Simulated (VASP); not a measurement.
C:

```xyz
8
Lattice="2.5388 0.0000 0.0000 -1.2694 2.1987 0.0000 0.0000 0.0000 8.2917" Properties=species:S:1:pos:R:3 pbc="T T T"
C     1.2694    0.7329    6.9961
C     0.0000    1.4658    2.8503
C     1.2694    0.7329    5.4414
C     0.0000    1.4658    1.2956
C     0.0000    0.0000    7.5143
C     0.0000    0.0000    3.3685
C     0.0000    0.0000    4.9232
C     0.0000    0.0000    0.7773
```

Base run:

* Program: VASP 6.6.1
* Functional: r2SCAN
* Dispersion: D4
* Potentials or basis: VASP PAW PBE potentials, release 64 (C)
* Cutoff: 520 eV
* k mesh: 12 × 12 × 4
* Occupations: fermi-dirac, width 0.05 eV
* Spin: no spin polarisation

Its results: band gap on the k mesh 4.57 eV (least direct gap 5.36 eV); pressure -11.5 GPa; largest force 0.348 eV/Å.

Q: The run is repeated on the same cell with these changes: functional from r2SCAN to RPBE; dispersion from D4 to none. What comes out?

A: Band gap on the k mesh 4.37 eV (least direct gap 5.14 eV); pressure 0.3 GPa; largest force 0.314 eV/Å.

Several settings changed at once.

Caveats: the PAW data sets were made with another functional, which shifts forces and pressure a little; the stress differs along the axes, from -16 to -3 GPa (at least some runs); the stress differs along the axes, from -4 to 8 GPa (at least some runs).

A k mesh can miss the band edges.
